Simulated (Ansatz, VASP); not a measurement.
## CuAu: VASP beside Ansatz

The input INCAR:

```
SYSTEM = CuAu
PREC = Accurate
ENCUT = 600
EDIFF = 1E-6
ISMEAR = 0
SIGMA = 0.1
LREAL = .FALSE.
LASPH = .TRUE.
NELM = 80
ALGO = Normal
ISIF = 3
LWAVE = .FALSE.
LCHARG = .FALSE.
GGA = PE
IBRION = 2
NSW = 90
EDIFFG = -0.04
```

The input KPOINTS:

```
regular mesh
0
G
  4 4 4
  0 0 0
```

Contents of POSCAR:

```
CuAu
1.0
    4.8690730501      0.0000000000      0.0000000000
    0.0000000000      4.8690730501      0.0000000000
    0.0000000000      0.0000000000      4.8690730501
Cu Au
4 4
Direct
    0.1340000000      0.1340000000      0.1340000000
    0.3660000000      0.8660000000      0.6340000000
    0.6340000000      0.3660000000      0.8660000000
    0.8660000000      0.6340000000      0.3660000000
    0.8445000000      0.8445000000      0.8445000000
    0.6555000000      0.1555000000      0.3445000000
    0.3445000000      0.6555000000      0.1555000000
    0.1555000000      0.3445000000      0.6555000000
```

Input for Ansatz:

```yaml
crystal:
  lattice:
    - [4.8690730501, 0.0, 0.0]
    - [0.0, 4.8690730501, 0.0]
    - [0.0, 0.0, 4.8690730501]
  atoms:
    - { symbol: Cu, position: [0.134, 0.134, 0.134] }
    - { symbol: Cu, position: [0.366, 0.866, 0.634] }
    - { symbol: Cu, position: [0.634, 0.366, 0.866] }
    - { symbol: Cu, position: [0.866, 0.634, 0.366] }
    - { symbol: Au, position: [0.8445, 0.8445, 0.8445] }
    - { symbol: Au, position: [0.6555, 0.1555, 0.3445] }
    - { symbol: Au, position: [0.3445, 0.6555, 0.1555] }
    - { symbol: Au, position: [0.1555, 0.3445, 0.6555] }
basis:
  ecutwfc: 420
kpoints:
  mp_grid: { grid: [4, 4, 4] }
hamiltonian:
  xc: pbe
scf:
  occupations: { method: gaussian, width: 0.1 }
  lower_state_search: "off"
output:
  forces: true
  stress: true
  eigenvalues: true
relax:
  adjacent_minimum: "off"
  f_tol: 0.04
  max_steps: 70
  cell: { stress_tol: 0.4 }
```

Alike in both runs: task relaxation of cell and atoms; functional PBE; k mesh 4 × 4 × 4; occupations gaussian, width 0.1 eV; no spin polarisation.

|  | VASP | Ansatz |
| --- | --- | --- |
| version | VASP 6.6.1 | Ansatz 0.2.0 |
| potentials or method | VASP PAW PBE potentials, release 64 (Cu, Au), cutoff 600 eV | scalar-relativistic, plane waves, PAW |
| valence electrons in the cell | 88 | 152 |

|  | VASP | Ansatz | Ansatz less VASP |
| --- | --- | --- | --- |
| gap on the k mesh at the Fermi level, each at its own relaxed structure (eV) | none | none | - |
| relaxed volume (Å³/atom) | 15.44 | 15.44 | -0.004 |
| relaxed cell length with the largest relative difference (Å) | 4.981 | 4.980 | -0.0005 |

A gap of «none» marks a metal or a gap that the smearing closes. VASP's potentials hold 88 valence electrons a cell and Ansatz's 152, so a difference there can come from the potentials and not from the codes.

Neither program's run includes spin-orbit coupling.
